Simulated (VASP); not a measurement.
Ta, 1 atom in the cell. It takes space group Im-3m (No. 229, cubic). The conventional cell has a = 3.306 Å, b = 3.306 Å, c = 3.306 Å, α = 90.00°, β = 90.00°, γ = 90.00°. Ta (site symmetry m-3m) has 14 Ta at 2.86 to 3.31 Å within 3.8 Å. 

```yaml
Program: VASP 6.6.1
Task: relaxation of cell and atoms
Functional: PBEsol
Potentials_or_basis: VASP PAW PBE potentials, release 64 (Ta_pv)
Cutoff: 600 eV
k_mesh: 22 × 22 × 22
Occupations: fermi-dirac, width 0.05 eV
Spin: no spin polarisation
Dipole_correction: no
Further_INCAR_settings: ALGO = Normal; EDIFF = 1e-07; IBRION = 2; EDIFFG = -0.003; NSW = 100; ISIF = 3
```

Potentials or basis: VASP PAW PBE potentials, release 64 (Ta_pv).

The run is started by

```console
$ cat potpaw_PBE.64/Ta_pv/POTCAR > POTCAR
$ mpirun -np 1 vasp_std > vasp.out
```

Hardware: 1 thread of AMD EPYC 7R43 64-Core Processor (Zen 3), with other jobs on the host.

Estimate the wall time of this run.

It took 2.9 min on 1 thread of AMD EPYC 7R43 64-Core Processor (Zen 3), on a shared host, peak memory 0.17 GiB. Counts: scf iterations 30, k points 328, ion steps 4.
